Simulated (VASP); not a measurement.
# GaAs (F-43m) in VASP: single point with PBE

Aim: the single point of GaAs with PBE.

Program: VASP 6.6.1. These are calculated values, not measurements. Logs are shortened: lines on timing, memory, paths and dates and some standing lists are left out, and cuts for length are marked.

**1. The cell of the first run**

The structure is cubic, space group F-43m (No. 216). The conventional cell has a = 5.746 Å, b = 5.746 Å, c = 5.746 Å, α = 90.00°, β = 90.00°, γ = 90.00°. Ga (site symmetry -43m) has 4 As at 2.49 Å within 3.3 Å. As (site symmetry -43m) has 4 Ga at 2.49 Å within 3.3 Å.

**2. Single point, PBE**

Contents of INCAR:

```
PREC = Accurate ; ENCUT = 500
EDIFF = 1E-6 ; ISMEAR = 0
SIGMA = 0.02 ; LREAL = F
LASPH = T ; NELM = 120
ALGO = Normal ; ISIF = 2
LWAVE = F ; LCHARG = T
GGA = PE ; LELF = T
LVHAR = T ; NBANDS = 16
GGA_COMPAT = F
```

Contents of KPOINTS:

```
Automatic mesh
0
Gamma
  16 16 16
```

Contents of POSCAR:

```
GaAs
1.0
    0.0000000000      2.8728580485      2.8728580485
    2.8728580485      0.0000000000      2.8728580485
    2.8728580485      2.8728580485      0.0000000000
Ga As
1 1
Direct
    0.0000000000      0.0000000000      0.0000000000
    0.2500000000      0.2500000000      0.2500000000
```

Potentials or basis: VASP PAW PBE potentials, release 64 (Ga_d, As).

Launch:

```
$ cat potpaw_PBE.64/Ga_d/POTCAR potpaw_PBE.64/As/POTCAR > POTCAR
$ mpirun -np 1 vasp_std > vasp.out
```

OUTCAR:

```text
PREC = Accurate
   ENCUT = 500
   EDIFF = 1E-6
   ISMEAR = 0
   LREAL = F
   LASPH = T
   NELM = 120
   ISIF = 2
   GGA = PE

 ion  position               nearest neighbor table
   1  0.000  0.000  0.000-   2 2.49   2 2.49   2 2.49   2 2.49
   2  0.250  0.250  0.250-   1 2.49   1 2.49   1 2.49   1 2.49

  LATTYP: Found a face centered cubic cell.
 ALAT       =     5.7457160970

  Lattice vectors:

 A1 = (   0.0000000000,   2.8728580485,   2.8728580485)
 A2 = (   2.8728580485,   0.0000000000,   2.8728580485)
 A3 = (   2.8728580485,   2.8728580485,   0.0000000000)

Analysis of symmetry for initial positions (statically):
=====================================================================
 Subroutine PRICEL returns:
 Original cell was already a primitive cell.

 Routine SETGRP: Setting up the symmetry group for a
 face centered cubic supercell.

 Subroutine GETGRP returns: Found 24 space group operations
 (whereof 24 operations were pure point group operations)
 out of a pool of 48 trial point group operations.

The static configuration has the point symmetry T_d .

Analysis of symmetry for dynamics (positions and initial velocities):
=====================================================================
 Subroutine PRICEL returns:
 Original cell was already a primitive cell.

 Routine SETGRP: Setting up the symmetry group for a
 face centered cubic supercell.

 Subroutine GETGRP returns: Found 24 space group operations
 (whereof 24 operations were pure point group operations)
 out of a pool of 48 trial point group operations.

The dynamic configuration has the point symmetry T_d .

 Subroutine INISYM returns: Found 24 space group operations
 (whereof 24 operations are pure point group operations),
 and found     1 'primitive' translations

----------------------------------------------------------------------------------------

                                     Primitive cell

  volume of cell :      47.4212

  direct lattice vectors                    reciprocal lattice vectors
     0.000000000  2.872858048  2.872858048    -0.174042710  0.174042710  0.174042710
     2.872858048  0.000000000  2.872858048     0.174042710 -0.174042710  0.174042710
     2.872858048  2.872858048  0.000000000     0.174042710  0.174042710 -0.174042710

  length of vectors
     4.062834815  4.062834815  4.062834815     0.301450816  0.301450816  0.301450816

  position of ions in fractional coordinates (direct lattice)
     0.000000000  0.000000000  0.000000000
     0.250000000  0.250000000  0.250000000

  ion indices of the primitive-cell ions
   primitive index   ion index
                 1           1
                 2           2

----------------------------------------------------------------------------------------

 KPOINTS: Automatic mesh

Automatic generation of k-mesh.
 Grid dimensions read from file:
 generate k-points for:   16   16   16

 Generating k-lattice:

  Cartesian coordinates                     Fractional coordinates (reciprocal lattice)
    -0.010877669  0.010877669  0.010877669     0.062500000  0.000000000  0.000000000
     0.010877669 -0.010877669  0.010877669     0.000000000  0.062500000  0.000000000
     0.010877669  0.010877669 -0.010877669     0.000000000  0.000000000  0.062500000

  Length of vectors
     0.018840676  0.018840676  0.018840676

  Shift w.r.t. Gamma in fractional coordinates (k-lattice)
     0.000000000  0.000000000  0.000000000

 Subroutine IBZKPT returns following result:
 ===========================================

 Found    145 irreducible k-points:

 Following reciprocal coordinates:
            Coordinates               Weight
  0.000000  0.000000  0.000000      1.000000
  0.062500  0.000000  0.000000      8.000000
  0.125000  0.000000  0.000000      8.000000
  0.187500  0.000000  0.000000      8.000000
  0.250000  0.000000  0.000000      8.000000
  0.312500  0.000000  0.000000      8.000000
[... 16 lines left out ...]
 -0.125000  0.062500  0.000000     24.000000
 -0.062500  0.062500  0.000000     12.000000
 [... further k-points ...]
   k-points           NKPTS =    145   k-points in BZ     NKDIM =    145   number of bands    NBANDS=     16
   number of dos      NEDOS =    301   number of ions     NIONS =      2
   total plane-waves  NPLWV =  27000
   dimension x,y,z NGX =    30 NGY =   30 NGZ =   30
   dimension x,y,z NGXF=    60 NGYF=   60 NGZF=   60
   ions per type =               1   1
   NGX,Y,Z   is equivalent  to a cutoff of  12.28, 12.28, 12.28 a.u.
   NGXF,Y,Z  is equivalent  to a cutoff of  24.55, 24.55, 24.55 a.u.
 SYSTEM =  unknown system
   PREC   = accura    normal or accurate (medium, high low for compatibility)
   ISTART =      0    job   : 0-new  1-cont  2-samecut
   ICHARG =      2    charge: 1-file 2-atom 10-const
   ISPIN  =      1    spin polarized calculation?
   LNONCOLLINEAR =      F non collinear calculations
   LSORBIT =      F    spin-orbit coupling
   LASPH  =      T    aspherical Exc in radial PAW
   ENCUT  =  500.0 eV  36.75 Ry    6.06 a.u.   7.41  7.41  7.41*2*pi/ulx,y,z
   NELM   =    120;   NELMIN=  2; NELMDL= -5     # of ELM steps
   EDIFF  = 0.1E-05   stopping-criterion for ELM
   LREAL  =      F    real-space projection
[... 7 lines left out ...]
   TEBEG  =    0.0;   TEEND  =   0.0 temperature during run
   PSTRESS=    0.0 pullay stress
   NELECT =      18.0000    total number of electrons
   NUPDOWN=      -1.0000    fix difference up-down
   EMIN   =  10.00;   EMAX   =-10.00  energy-range for DOS
   EFERMI =   0.00;   METHOD = LEGACY
   ISMEAR =     0;   SIGMA  =   0.02  broadening in eV -4-tet -1-fermi 0-gaus
   EFERMI_NEDOS =   21; number of points for ismear=-14 and -15
   IALGO  =     38    algorithm
   IMIX   =      4    mixing-type and parameters
     AMIX     =   0.40;   BMIX     =  1.00
     AMIX_MAG =   1.60;   BMIX_MAG =  1.00
  volume/ion in A,a.u.               =      23.71       160.01
  Fermi-wavevector in a.u.,A,eV,Ry     =   1.185336  2.239960 19.116479  1.405022
  Thomas-Fermi vector in A             =   2.321532
   LORBIT       =      0    0 simple, 1 ext, 2 COOP (PROOUT), +10 PAW based schemes
   GGA     = PE    functional components
   LHFCALC =     F    Hartree Fock is set to
   AEXX    =    0.0000 exact exchange contribution
   IVDW    =     0    specifies the selected vdW correction
   LEPSILON=     F    determine dielectric tensor
   LRPA    =     F    only Hartree local field effects (RPA)
 non-spin polarized calculation
 Gauss-broadening in eV      SIGMA  =   0.02
  energy-cutoff  :      500.00
  volume of cell :       47.42
 maximum number of plane-waves:      1243
 NGX is ok and might be reduce to    30
   NGX = 15   NGY = 15   NGZ = 15

 number of electron      17.9999987 magnetization

 Free energy of the ion-electron system (eV)
  ---------------------------------------------------
  ext. energy  EPLUGINS =         0.00000000
  ---------------------------------------------------
  free energy    TOTEN  =        -8.27661740 eV

  energy without entropy =       -8.27661740  energy(sigma->0) =       -8.27661740

 E-fermi :   3.5748     XC(G=0):  -9.3724

 val. band max:        3.4871510175   @ k =   0.0000   0.0000   0.0000
 cond. band min:       3.6493556491   @ k =   0.0000   0.0000   0.0000
 fundamental gap:      0.1622046316
 Fermi energy:         3.5747930938

 k-point     1 :       0.0000    0.0000    0.0000
  band No.  band energies     occupation
      1     -11.2376      2.00000
      2     -11.2376      2.00000
      3     -11.2376      2.00000
      4     -11.1696      2.00000
      5     -11.1696      2.00000
      6      -8.9012      2.00000
[... 8 lines left out ...]
     15      13.4909      0.00000
     16      13.4909      0.00000

 k-point     2 :       0.0625    0.0000    0.0000
  band No.  band energies     occupation
      1     -11.2404      2.00000
      2     -11.2368      2.00000
      3     -11.2368      2.00000
      4     -11.1696      2.00000
      5     -11.1696      2.00000
      6      -8.8583      2.00000
[... 8 lines left out ...]
     15      13.1585      0.00000
     16      13.1585      0.00000

 k-point     3 :       0.1250    0.0000    0.0000
  band No.  band energies     occupation
      1     -11.2482      2.00000
      2     -11.2346      2.00000
      3     -11.2346      2.00000
      4     -11.1697      2.00000
      5     -11.1697      2.00000
      6      -8.7315      2.00000
[... 8 lines left out ...]
     15      12.6838      0.00000
     16      12.6838      0.00000

 k-point     4 :       0.1875    0.0000    0.0000
  band No.  band energies     occupation
      1     -11.2594      2.00000
      2     -11.2315      2.00000
      3     -11.2315      2.00000
      4     -11.1696      2.00000
      5     -11.1696      2.00000
      6      -8.5275      2.00000
[... 8 lines left out ...]
     15      12.4059      0.00000
     16      12.4059      0.00000

 k-point     5 :       0.2500    0.0000    0.0000
  band No.  band energies     occupation
      1     -11.2720      2.00000
      2     -11.2281      2.00000
      3     -11.2281      2.00000
      4     -11.1693      2.00000
      5     -11.1693      2.00000
      6      -8.2585      2.00000
[... 8 lines left out ...]
     15      12.4425      0.00000
     16      12.4425      0.00000

 k-point     6 :       0.3125    0.0000    0.0000
  band No.  band energies     occupation
      1     -11.2840      2.00000
      2     -11.2251      2.00000
      3     -11.2251      2.00000
      4     -11.1685      2.00000
      5     -11.1685      2.00000
      6      -7.9468      2.00000
[... 8 lines left out ...]
     15      12.8342      0.00000
     16      12.8342      0.00000

 k-point     7 :       0.3750    0.0000    0.0000
  band No.  band energies     occupation
      1     -11.2939      2.00000
      2     -11.2229      2.00000
      3     -11.2229      2.00000
      4     -11.1675      2.00000
      5     -11.1675      2.00000
      6      -7.6320      2.00000
[... 8 lines left out ...]
     15      13.5351      0.00000
     16      13.5351      0.00000

 k-point     8 :       0.4375    0.0000    0.0000
  band No.  band energies     occupation
      1     -11.3003      2.00000
      2     -11.2216      2.00000
      3     -11.2216      2.00000
      4     -11.1667      2.00000
      5     -11.1667      2.00000
      6      -7.3816      2.00000
[... 8 lines left out ...]
     15      14.4378      0.00000
     16      14.4378      0.00000

 k-point     9 :       0.5000    0.0000    0.0000
  band No.  band energies     occupation
      1     -11.3025      2.00000
      2     -11.2211      2.00000
      3     -11.2211      2.00000
      4     -11.1663      2.00000
      5     -11.1663      2.00000
      6      -7.2826      2.00000
[... 8 lines left out ...]
     15      15.1196      0.00000
     16      15.1196      0.00000
[... 172 lines left out ...]
 k-point    19 :      -0.3750    0.0625    0.0000
  band No.  band energies     occupation
      1     -11.2973      2.00000
      2     -11.2218      2.00000
      3     -11.2214      2.00000
      4     -11.1682      2.00000
      5     -11.1668      2.00000
      6      -7.5066      2.00000
[... 8 lines left out ...]
     15      13.2585      0.00000
     16      14.6759      0.00000

 k-point    20 :      -0.3125    0.0625    0.0000
  band No.  band energies     occupation
      1     -11.2888      2.00000
      2     -11.2240      2.00000
      3     -11.2230      2.00000
      4     -11.1695      2.00000
      5     -11.1673      2.00000
      6      -7.8071      2.00000
[... 8 lines left out ...]
     15      12.4931      0.00000
     16      13.8732      0.00000

 k-point    21 :      -0.2500    0.0625    0.0000
  band No.  band energies     occupation
      1     -11.2778      2.00000
      2     -11.2270      2.00000
      3     -11.2254      2.00000
      4     -11.1705      2.00000
      5     -11.1680      2.00000
      6      -8.1237      2.00000
[... 8 lines left out ...]
     15      12.4148      0.00000
     16      13.3346      0.00000

 k-point    22 :      -0.1875    0.0625    0.0000
  band No.  band energies     occupation
      1     -11.2657      2.00000
      2     -11.2305      2.00000
      3     -11.2285      2.00000
      4     -11.1708      2.00000
      5     -11.1685      2.00000
      6      -8.4085      2.00000
[... 8 lines left out ...]
     15      12.4136      0.00000
     16      13.0464      0.00000

 k-point    23 :      -0.1250    0.0625    0.0000
  band No.  band energies     occupation
      1     -11.2542      2.00000
      2     -11.2337      2.00000
      3     -11.2318      2.00000
      4     -11.1706      2.00000
      5     -11.1689      2.00000
      6      -8.6347      2.00000
[... 8 lines left out ...]
     15      12.2210      0.00000
     16      12.7780      0.00000

 k-point    24 :      -0.0625    0.0625    0.0000
  band No.  band energies     occupation
      1     -11.2452      2.00000
      2     -11.2359      2.00000
      3     -11.2348      2.00000
      4     -11.1702      2.00000
      5     -11.1692      2.00000
      6      -8.7874      2.00000
[... 8 lines left out ...]
     15      12.5692      0.00000
     16      13.0523      0.00000

 [... further k-points ...]
[... 5 lines left out ...]
  --------------------------------------------------------------------------------------
  -------------------------------------------------------------------------------------
  Total        0.0429664      0.0429664      0.0429664     -0.0000000      0.0000000      0.0000000
  in kB        1.4516661      1.4516661      1.4516661     -0.0000000      0.0000000      0.0000000
  external PRESSURE =       1.4516661 kB  Pullay stress =       0.0000000 kB

 VOLUME and BASIS-vectors are now :
 -----------------------------------------------------------------------------
  energy-cutoff  :      500.00
  volume of cell :       47.42
      direct lattice vectors                 reciprocal lattice vectors
     0.000000000  2.872858048  2.872858048    -0.174042710  0.174042710  0.174042710
     2.872858048  0.000000000  2.872858048     0.174042710 -0.174042710  0.174042710
     2.872858048  2.872858048  0.000000000     0.174042710  0.174042710 -0.174042710

 POSITION                                       TOTAL-FORCE (eV/Angst)
 -----------------------------------------------------------------------------------
      0.00000      0.00000      0.00000        -0.000000     -0.000000     -0.000000
      1.43643      1.43643      1.43643         0.000000      0.000000      0.000000
 -----------------------------------------------------------------------------------
    total drift:                                0.000000      0.000000      0.000000

  FREE ENERGIE OF THE ION-ELECTRON SYSTEM (eV)
  ---------------------------------------------------
  free  energy   TOTEN  =        -8.2766173984 eV

  energy  without entropy=       -8.2766173984  energy(sigma->0) =       -8.27661740
```

Run time: 2.9 min. Hardware: 1 thread of Intel Xeon 8259CL, shared host; peak memory 0.25 GiB.

Results:

- Free energy: -8.2766 eV
- Pressure: 0.1 GPa
- Band gap on the k mesh: 0.16 eV, direct
